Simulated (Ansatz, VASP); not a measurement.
# Cs4Sn in VASP and in Ansatz

```xyz
5
Lattice="6.2340 0.0000 0.0000 0.0000 6.2340 0.0000 0.0000 0.0000 6.2340" Properties=species:S:1:pos:R:3 pbc="T T T"
Cs    0.0000    0.0000    0.0000
Cs    3.1170    3.1170    0.0000
Cs    3.1170    0.0000    3.1170
Cs    0.0000    3.1170    3.1170
Sn    3.1170    3.1170    3.1170
```

Change from the starting cell: species swapped into the Mn4N type (Pm-3m, No. 221).

Alike in both runs: task relaxation of cell and atoms; functional PBE; k mesh 4 × 4 × 4; occupations gaussian, width 0.1 eV; no spin polarisation.

```csv
,VASP,Ansatz
version,VASP 6.6.1,Ansatz 0.2.0
potentials or method,"VASP PAW PBE potentials, release 64 (Cs_sv, Sn_d), cutoff 600 eV","scalar-relativistic, plane waves, PAW"
valence electrons in the cell,50,50
```

|  | VASP | Ansatz | Ansatz less VASP |
| --- | --- | --- | --- |
| gap on the k mesh at the Fermi level, each at its own relaxed structure (eV) | none | none | - |
| relaxed volume (Å³/atom) | 92.02 | 91.79 | -0.229 |
| relaxed length of the cell vector where the two differ most in proportion (Å) | 7.720 | 7.714 | -0.0064 |

A gap of «none» marks a metal or a gap that the smearing closes.

Neither program's run includes spin-orbit coupling. Noted on VASP's run: the volume moved by over 15 % at a fixed basis, so the end points are rough.
